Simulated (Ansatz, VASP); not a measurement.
# ZnMo3: VASP beside Ansatz

```
CELL_PARAMETERS angstrom
3.94315 0.00000 0.00000
0.00000 3.94315 0.00000
0.00000 0.00000 3.94315
ATOMIC_POSITIONS crystal
Mo 0.50000 0.50000 0.00000
Mo 0.50000 0.00000 0.50000
Mo 0.00000 0.50000 0.50000
Zn 0.00000 0.00000 0.00000
```

Alike in both runs: task single point; functional PBE; k mesh 7 × 7 × 7; occupations fermi-dirac, width 0.05 eV; no spin polarisation.

|  | VASP | Ansatz |
| --- | --- | --- |
| version | VASP 6.6.1 | Ansatz 0.2.0 |
| potentials or method | VASP PAW PBE potentials, release 64 (Mo_sv, Zn) | Ansatz PAW |
| plane-wave cutoff (eV) | 520 | 420 |
| valence electrons in the cell | 54 | 54 |

```csv
,VASP,Ansatz,Ansatz less VASP
gap on the k mesh at the Fermi level (eV),none,none,-
pressure (GPa),-0.7,-1.3,-0.55
```

A gap of «none» marks a metal or a gap that the smearing closes.
